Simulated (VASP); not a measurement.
# Fe in VASP: notebook

Fe is run at these levels: PBE+D4; tasks: single point.

All numbers are computed with VASP 6.6.1; they aren't measurements. Logs are shortened: lines on timing, memory, paths and dates and some standing lists are left out, and cuts for length are marked.

### Step 1. The cell of the first run

It takes space group Fm-3m (No. 225, cubic). The conventional cell has a = 3.430 Å, b = 3.430 Å, c = 3.430 Å, α = 90.00°, β = 90.00°, γ = 90.00°. Within 3.2 Å of Fe (site symmetry m-3m) lie 12 Fe at 2.43 Å.

### Step 2. Single point, PBE+D4, collinear spin, ferromagnetic start

INCAR reads:

```
SYSTEM = Fe
PREC = Accurate
ENCUT = 520
EDIFF = 1E-7
ISMEAR = -1
SIGMA = 0.15
LREAL = .FALSE.
LASPH = .TRUE.
NELM = 150
ALGO = Normal
ISIF = 2
LWAVE = .FALSE.
LCHARG = .TRUE.
ISPIN = 2
MAGMOM = 2.4
LORBIT = 11
LMAXMIX = 4
GGA = PE
IVDW = 13
LELF = .TRUE.
LVHAR = .TRUE.
NBANDS = 14
```

KPOINTS reads:

```
Automatic mesh
0
G
  11 11 11
  0 0 0
```

POSCAR reads:

```
Fe
1.0
    0.0000000000      1.7150000000      1.7150000000
    1.7150000000      0.0000000000      1.7150000000
    1.7150000000      1.7150000000      0.0000000000
Fe
1
Direct
    0.0000000000      0.0000000000      0.0000000000
```

Potentials or basis: VASP PAW PBE potentials, release 64 (Fe).

Started as:

```sh
$ cat potpaw_PBE.64/Fe/POTCAR > POTCAR
$ mpirun -np 1 vasp_std > vasp.out
```

OUTCAR:

```text
SYSTEM = Fe
   PREC = Accurate
   ENCUT = 520
   EDIFF = 1E-7
   ISMEAR = -1
   LREAL = .FALSE.
   LASPH = .TRUE.
   NELM = 150
   ISIF = 2
   ISPIN = 2
   LORBIT = 11
   GGA = PE
   IVDW = 13

 ion  position               nearest neighbor table
   1  0.000  0.000  0.000-

  LATTYP: Found a face centered cubic cell.
 ALAT       =     3.4300000000

  Lattice vectors:

 A1 = (   0.0000000000,   1.7150000000,   1.7150000000)
 A2 = (   1.7150000000,   0.0000000000,   1.7150000000)
 A3 = (   1.7150000000,   1.7150000000,   0.0000000000)

Analysis of symmetry for initial positions (statically):
=====================================================================
 Subroutine PRICEL returns:
 Original cell was already a primitive cell.

 Routine SETGRP: Setting up the symmetry group for a
 face centered cubic supercell.

 Subroutine GETGRP returns: Found 48 space group operations
 (whereof 48 operations were pure point group operations)
 out of a pool of 48 trial point group operations.

The static configuration has the point symmetry O_h .

Analysis of symmetry for dynamics (positions and initial velocities):
=====================================================================
 Subroutine PRICEL returns:
 Original cell was already a primitive cell.

 Routine SETGRP: Setting up the symmetry group for a
 face centered cubic supercell.

 Subroutine GETGRP returns: Found 48 space group operations
 (whereof 48 operations were pure point group operations)
 out of a pool of 48 trial point group operations.

The dynamic configuration has the point symmetry O_h .

Analysis of structural, dynamic, and magnetic symmetry:
=====================================================================
 Subroutine PRICEL returns:
 Original cell was already a primitive cell.

 Routine SETGRP: Setting up the symmetry group for a
 face centered cubic supercell.

 Subroutine GETGRP returns: Found 48 space group operations
 (whereof 48 operations were pure point group operations)
 out of a pool of 48 trial point group operations.

The overall configuration has the point symmetry O_h .

 Subroutine INISYM returns: Found 48 space group operations
 (whereof 48 operations are pure point group operations),
 and found     1 'primitive' translations

----------------------------------------------------------------------------------------

                                     Primitive cell

  volume of cell :      10.0884

  direct lattice vectors                    reciprocal lattice vectors
     0.000000000  1.715000000  1.715000000    -0.291545190  0.291545190  0.291545190
     1.715000000  0.000000000  1.715000000     0.291545190 -0.291545190  0.291545190
     1.715000000  1.715000000  0.000000000     0.291545190  0.291545190 -0.291545190

  length of vectors
     2.425376259  2.425376259  2.425376259     0.504971081  0.504971081  0.504971081

  position of ions in fractional coordinates (direct lattice)
     0.000000000  0.000000000  0.000000000

  ion indices of the primitive-cell ions
   primitive index   ion index
                 1           1

----------------------------------------------------------------------------------------

 KPOINTS: Automatic mesh

Automatic generation of k-mesh.
 Grid dimensions read from file:
 generate k-points for:   11   11   11

 Generating k-lattice:

  Cartesian coordinates                     Fractional coordinates (reciprocal lattice)
    -0.026504108  0.026504108  0.026504108     0.090909091  0.000000000  0.000000000
     0.026504108 -0.026504108  0.026504108     0.000000000  0.090909091  0.000000000
     0.026504108  0.026504108 -0.026504108     0.000000000  0.000000000  0.090909091

  Length of vectors
     0.045906462  0.045906462  0.045906462

  Shift w.r.t. Gamma in fractional coordinates (k-lattice)
     0.000000000  0.000000000  0.000000000

 Subroutine IBZKPT returns following result:
 ===========================================

 Found     56 irreducible k-points:

 Following reciprocal coordinates:
            Coordinates               Weight
  0.000000  0.000000  0.000000      1.000000
  0.090909  0.000000  0.000000      8.000000
  0.181818  0.000000  0.000000      8.000000
  0.272727  0.000000  0.000000      8.000000
  0.363636  0.000000  0.000000      8.000000
  0.454545  0.000000  0.000000      8.000000
[... 16 lines left out ...]
 -0.272727  0.181818  0.000000     24.000000
 -0.181818  0.181818  0.000000     12.000000
 [... further k-points ...]
   k-points           NKPTS =     56   k-points in BZ     NKDIM =     56   number of bands    NBANDS=     14
   number of dos      NEDOS =    301   number of ions     NIONS =      1
   total plane-waves  NPLWV =   5832
   dimension x,y,z NGX =    18 NGY =   18 NGZ =   18
   dimension x,y,z NGXF=    36 NGYF=   36 NGZF=   36
   ions per type =               1
   NGX,Y,Z   is equivalent  to a cutoff of  12.34, 12.34, 12.34 a.u.
   NGXF,Y,Z  is equivalent  to a cutoff of  24.68, 24.68, 24.68 a.u.
 SYSTEM =  Fe
   PREC   = accura    normal or accurate (medium, high low for compatibility)
   ISTART =      0    job   : 0-new  1-cont  2-samecut
   ICHARG =      2    charge: 1-file 2-atom 10-const
   ISPIN  =      2    spin polarized calculation?
   LNONCOLLINEAR =      F non collinear calculations
   LSORBIT =      F    spin-orbit coupling
   LASPH  =      T    aspherical Exc in radial PAW
   ENCUT  =  520.0 eV  38.22 Ry    6.18 a.u.   4.51  4.51  4.51*2*pi/ulx,y,z
   NELM   =    150;   NELMIN=  2; NELMDL= -5     # of ELM steps
   EDIFF  = 0.1E-06   stopping-criterion for ELM
   LREAL  =      F    real-space projection
   EDIFFG = 0.1E-05   stopping-criterion for IOM
   NSW    =      0    number of steps for IOM
   IBRION =     -1    ionic relax: 0-MD 1-quasi-New 2-CG
   NFREE  =      0    steps in history (QN), initial steepest desc. (CG)
   ISIF   =      2    stress and relaxation
   ISYM   =      2    0-nonsym 1-usesym 2-fastsym
   POTIM  = 0.5000    time-step for ionic-motion
   TEBEG  =    0.0;   TEEND  =   0.0 temperature during run
   PSTRESS=    0.0 pullay stress
   NELECT =       8.0000    total number of electrons
   NUPDOWN=      -1.0000    fix difference up-down
   EMIN   =  10.00;   EMAX   =-10.00  energy-range for DOS
   EFERMI =   0.00;   METHOD = LEGACY
   ISMEAR =    -1;   SIGMA  =   0.15  broadening in eV -4-tet -1-fermi 0-gaus
   EFERMI_NEDOS =   21; number of points for ismear=-14 and -15
   IALGO  =     38    algorithm
   IMIX   =      4    mixing-type and parameters
     AMIX     =   0.40;   BMIX     =  1.00
     AMIX_MAG =   1.60;   BMIX_MAG =  1.00
  volume/ion in A,a.u.               =      10.09        68.08
  Fermi-wavevector in a.u.,A,eV,Ry     =   1.515296  2.863494 31.240621  2.296121
  Thomas-Fermi vector in A             =   2.624838
   LORBIT       =     11    0 simple, 1 ext, 2 COOP (PROOUT), +10 PAW based schemes
   GGA     = PE    functional components
   LHFCALC =     F    Hartree Fock is set to
   AEXX    =    0.0000 exact exchange contribution
   IVDW    =    13    specifies the selected vdW correction
   LEPSILON=     F    determine dielectric tensor
   LRPA    =     F    only Hartree local field effects (RPA)
 spin polarized calculation
  energy-cutoff  :      520.00
  volume of cell :       10.09
 maximum number of plane-waves:       285
 NGX is ok and might be reduce to    18
   NGX =  9   NGY =  9   NGZ =  9

 number of electron       8.0000008 magnetization       0.5880221

 Free energy of the ion-electron system (eV)
  ---------------------------------------------------
  ext. energy  EPLUGINS =         0.00000000
  ---------------------------------------------------
  free energy    TOTEN  =        -8.13954382 eV

  energy without entropy =       -8.01802480  energy(sigma->0) =       -8.07878431

 E-fermi :   7.0392     XC(G=0): -13.8452

 val. band max:        7.0247941109   @ k =   0.2727   0.1818   0.0000
 cond. band min:       7.0516465580   @ k =  -0.1818   0.2727   0.0909
 fundamental gap:      0.0268524471
 Fermi energy:         7.0391730112

 spin component 1

 k-point     1 :       0.0000    0.0000    0.0000
  band No.  band energies     occupation
      1      -1.9848      1.00000
      2       5.1526      1.00000
      3       5.1526      1.00000
      4       5.1526      1.00000
      5       6.4736      0.97748
      6       6.4736      0.97748
      7      30.4563      0.00000
      8      35.9389      0.00000
      9      35.9389      0.00000
     10      35.9389      0.00000
     11      39.6344      0.00000
     12      39.6344      0.00000
     13      39.6344      0.00000
     14      41.2692      0.00000

 k-point     2 :       0.0909    0.0000    0.0000
  band No.  band energies     occupation
      1      -1.6310      1.00000
      2       5.0252      1.00000
      3       5.2503      0.99999
      4       5.2503      0.99999
      5       6.4310      0.98295
      6       6.4310      0.98295
      7      29.9366      0.00000
      8      33.0586      0.00000
      9      35.6015      0.00000
     10      35.6015      0.00000
     11      40.0204      0.00000
     12      40.2163      0.00000
     13      40.2163      0.00000
     14      44.6074      0.00000
[... 343 lines left out ...]
      1       2.3821      1.00000
      2       4.3177      1.00000
      3       4.6571      1.00000
      4       5.6209      0.99992
      5       6.6440      0.93307
      6       8.8340      0.00001
      7      20.4745      0.00000
      8      24.3444      0.00000
      9      32.5262      0.00000
     10      33.6069      0.00000
     11      39.0041      0.00000
     12      40.8252      0.00000
     13      46.3008      0.00000
     14      48.8499      0.00000

 k-point    24 :      -0.1818    0.1818    0.0000
  band No.  band energies     occupation
      1       1.2485      1.00000
      2       4.2565      1.00000
      3       5.0820      1.00000
      4       5.8189      0.99971
      5       6.0647      0.99849
      6       7.7548      0.00840
      7      24.3727      0.00000
      8      24.9584      0.00000
      9      34.3157      0.00000
     10      35.9870      0.00000
     11      36.8965      0.00000
     12      40.8464      0.00000
     13      43.2129      0.00000
     14      48.4971      0.00000

 [... further k-points ...]

 spin component 2

 k-point     1 :       0.0000    0.0000    0.0000
  band No.  band energies     occupation
      1      -1.9123      1.00000
      2       5.5343      0.99996
      3       5.5343      0.99996
      4       5.5343      0.99996
      5       7.4089      0.07838
      6       7.4089      0.07837
      7      30.3698      0.00000
      8      36.1136      0.00000
      9      36.1136      0.00000
     10      36.1136      0.00000
     11      39.7606      0.00000
     12      39.7606      0.00000
     13      39.7606      0.00000
     14      41.0814      0.00000

 k-point     2 :       0.0909    0.0000    0.0000
  band No.  band energies     occupation
      1      -1.5579      1.00000
      2       5.3996      0.99998
      3       5.6361      0.99991
      4       5.6361      0.99991
      5       7.3597      0.10554
      6       7.3597      0.10554
      7      29.9112      0.00000
      8      33.1476      0.00000
      9      35.7838      0.00000
     10      35.7838      0.00000
     11      40.0181      0.00000
     12      40.3311      0.00000
     13      40.3311      0.00000
     14      44.5917      0.00000
[... 343 lines left out ...]
      1       2.5428      1.00000
      2       4.6281      1.00000
      3       5.2736      0.99999
      4       6.3798      0.98782
      5       7.1754      0.28731
      6       9.4149      0.00000
      7      20.6841      0.00000
      8      24.5219      0.00000
      9      32.5650      0.00000
     10      33.8349      0.00000
     11      39.0751      0.00000
     12      40.9595      0.00000
     13      46.6105      0.00000
     14      48.9734      0.00000

 k-point    24 :      -0.1818    0.1818    0.0000
  band No.  band energies     occupation
      1       1.3503      1.00000
      2       4.5887      1.00000
      3       5.6727      0.99989
      4       6.4641      0.97883
      5       6.7072      0.90141
      6       8.4396      0.00009
      7      24.5353      0.00000
      8      25.1254      0.00000
      9      34.3464      0.00000
     10      36.1977      0.00000
     11      36.9530      0.00000
     12      40.9529      0.00000
     13      43.5554      0.00000
     14      48.6733      0.00000

 [... further k-points ...]

------------------------ aborting loop because EDIFF is reached ----------------------------------------

  DFT-D4 for vdW energy calculation

  Edisp (eV):   -0.39475

  FORCE on cell =-STRESS in cart. coord.  units (eV):
  Direction    XX          YY          ZZ          XY          YZ          ZX
  --------------------------------------------------------------------------------------
  -------------------------------------------------------------------------------------
  Total       0.16361     0.16361     0.16361     0.00000     0.00000     0.00000
  in kB      25.98385    25.98385    25.98385     0.00000     0.00000     0.00000
  external pressure =       25.98 kB  Pullay stress =        0.00 kB

 VOLUME and BASIS-vectors are now :
 -----------------------------------------------------------------------------
  energy-cutoff  :      520.00
  volume of cell :       10.09
      direct lattice vectors                 reciprocal lattice vectors
     0.000000000  1.715000000  1.715000000    -0.291545190  0.291545190  0.291545190
     1.715000000  0.000000000  1.715000000     0.291545190 -0.291545190  0.291545190
     1.715000000  1.715000000  0.000000000     0.291545190  0.291545190 -0.291545190

 POSITION                                       TOTAL-FORCE (eV/Angst)
 -----------------------------------------------------------------------------------
      0.00000      0.00000      0.00000        -0.000000      0.000000      0.000000
 -----------------------------------------------------------------------------------
    total drift:                                0.000000     -0.000000      0.000000

  FREE ENERGIE OF THE ION-ELECTRON SYSTEM (eV)
  ---------------------------------------------------
  free  energy   TOTEN  =        -8.5342965745 eV

  energy  without entropy=       -8.4127775482  energy(sigma->0) =       -8.47353706

 total charge

# of ion       s       p       d       tot
------------------------------------------
    1        0.543   0.646   6.348   7.537

 magnetization (x)

# of ion       s       p       d       tot
------------------------------------------
    1       -0.003  -0.009   0.592   0.579
```

It took 21 s on 1 thread of AMD EPYC 9R14 (Zen 4), shared host; peak memory 0.09 GiB.

Results:

```
Free energy                                           : -8.5343 eV
Pressure                                              : 2.6 GPa
Net moment                                            : 0.59 μB per cell
Site moments                                          : Fe +0.58 μB
Valence electrons inside the program's atomic spheres : Fe 7.54
Dispersion energy per atom                            : -0.395 eV
```

Levels at points of the mesh, in eV from the Fermi level:
Spin up:
```tsv
k point	band 1	band 2	band 3	band 4	band 5	band 6	band 7	band 8	band 9
(0.00, 0.00, 0.00)	-9.02	-1.89	-1.89	-1.89	-0.57	-0.57	23.42	28.90	28.90
```
Spin down:
| k point | band 1 | band 2 | band 3 | band 4 | band 5 | band 6 | band 7 | band 8 |
| --- | --- | --- | --- | --- | --- | --- | --- | --- |
| (0.00, 0.00, 0.00) | -8.95 | -1.50 | -1.50 | -1.50 | 0.37 | 0.37 | 23.33 | 29.07 |

Caveat: pairwise dispersion overbinds metals, which lowers pressure and volume.

### Step 3. Single point, PBE+D4, collinear spin, ferromagnetic start

INCAR reads:

```
PREC     = Accurate       # precision mode
ENCUT    = 520            # plane-wave cutoff, eV
EDIFF    = 1E-6           # SCF threshold, eV
ISMEAR   = -1             # smearing method
SIGMA    = 0.15           # smearing width, eV
LREAL    = False          # projectors in reciprocal space
LASPH    = True           # aspherical terms in the spheres
NELM     = 150            # most SCF steps
ALGO     = Normal         # electronic algorithm
ISIF     = 2              # what is computed and relaxed
LWAVE    = False          # write WAVECAR
LCHARG   = False          # write CHGCAR
ISPIN    = 2              # spin polarisation
MAGMOM   = 2.4            # initial moments
LORBIT   = 11             # projections on sites
LMAXMIX  = 4              # l up to which the mixer works
GGA      = PE             # functional
IVDW     = 13             # dispersion correction
NBANDS   = 14             # bands
```

KPOINTS reads:

```
regular mesh
0
Gamma
  11 11 11
```

POSCAR reads:

```
Fe
1.0
   -0.0257250000      1.7150000000      1.7150000000
    1.7150000000     -0.0257250000      1.7150000000
    1.6892750000      1.6892750000      0.0000000000
Fe
1
Direct
    0.0000000000      0.0000000000      0.0000000000
```

Potentials or basis: VASP PAW PBE potentials, release 64 (Fe).

Started as:

```sh
$ cat potpaw_PBE.64/Fe/POTCAR > POTCAR
$ mpirun -np 1 vasp_std > vasp.out
```

Wall time 59 s (1 thread of AMD EPYC 9R14 (Zen 4), shared host); peak memory 0.12 GiB.

Results (log left out):

```yaml
Free_energy: -8.5279 eV
Pressure: 3.1 GPa
Net_moment: 0.61 μB per cell
Site_moments: Fe +0.60 μB
Valence_electrons_inside_the_program's_atomic_spheres: Fe 7.54
Dispersion_energy_per_atom: -0.395 eV
```

Stress tensor (GPa, compression positive):
```
3.22 6.68 0.00
6.68 3.22 0.00
0.00 0.00 2.91
```

Levels at points of the mesh, in eV from the Fermi level:
Spin up:
```
           k point  band 2  band 3  band 4  band 5  band 6  band 7
(0.00, 0.00, 0.00)   -2.04   -1.92   -1.75   -0.58   -0.58   23.37
```
Spin down:
| k point | band 1 | band 2 | band 3 | band 4 | band 5 | band 6 | band 7 | band 8 |
| --- | --- | --- | --- | --- | --- | --- | --- | --- |
| (0.00, 0.00, 0.00) | -8.96 | -1.66 | -1.52 | -1.34 | 0.39 | 0.40 | 23.28 | 28.40 |

Caveat: pairwise dispersion overbinds metals, which lowers pressure and volume.

### Step 4. Single point, PBE+D4, collinear spin, ferromagnetic start

INCAR reads:

```
SYSTEM = Fe
PREC = Accurate
ENCUT = 520
EDIFF = 1E-6
ISMEAR = -1
SIGMA = 0.15
LREAL = .FALSE.
LASPH = .TRUE.
NELM = 150
ALGO = Normal
ISIF = 2
LWAVE = .FALSE.
LCHARG = .FALSE.
ISPIN = 2
MAGMOM = 2.4
LORBIT = 11
LMAXMIX = 4
GGA = PE
IVDW = 13
NBANDS = 14
```

KPOINTS reads:

```
Automatic mesh
0
G
  11 11 11
  0 0 0
```

POSCAR reads:

```
Fe
1.0
   -0.0128625000      1.7150000000      1.7150000000
    1.7150000000     -0.0128625000      1.7150000000
    1.7021375000      1.7021375000      0.0000000000
Fe
1
Direct
    0.0000000000      0.0000000000      0.0000000000
```

Started as:

```sh
$ cat potpaw_PBE.64/Fe/POTCAR > POTCAR
$ mpirun -np 1 vasp_std > vasp.out
```

Wall time 57 s (1 thread of AMD EPYC 9R14 (Zen 4), shared host); peak memory 0.12 GiB.

Results (log left out):

| Item | Value |
| --- | --- |
| Free energy | -8.5327 eV |
| Pressure | 2.7 GPa |
| Net moment | 0.59 μB per cell |
| Site moments | Fe +0.59 μB |
| Valence electrons inside the program's atomic spheres | Fe 7.54 |
| Dispersion energy per atom | -0.395 eV |

Stress tensor (GPa, compression positive):
```
2.76 3.35 0.00
3.35 2.76 0.00
0.00 0.00 2.69
```

Levels at points of the mesh, in eV from the Fermi level:
Spin up:
| k point | band 1 | band 2 | band 3 | band 4 | band 5 | band 6 | band 7 | band 8 | band 9 |
| --- | --- | --- | --- | --- | --- | --- | --- | --- | --- |
| (0.00, 0.00, 0.00) | -9.03 | -1.96 | -1.89 | -1.82 | -0.57 | -0.57 | 23.40 | 28.55 | 28.91 |
Spin down:
```csv
k point,band 1,band 2,band 3,band 4,band 5,band 6,band 7,band 8,band 9
"(0.00, 0.00, 0.00)",-8.95,-1.58,-1.51,-1.42,0.38,0.38,23.32,28.73,29.09
```

Caveat: pairwise dispersion overbinds metals, which lowers pressure and volume.

[end of part 1 of 2]
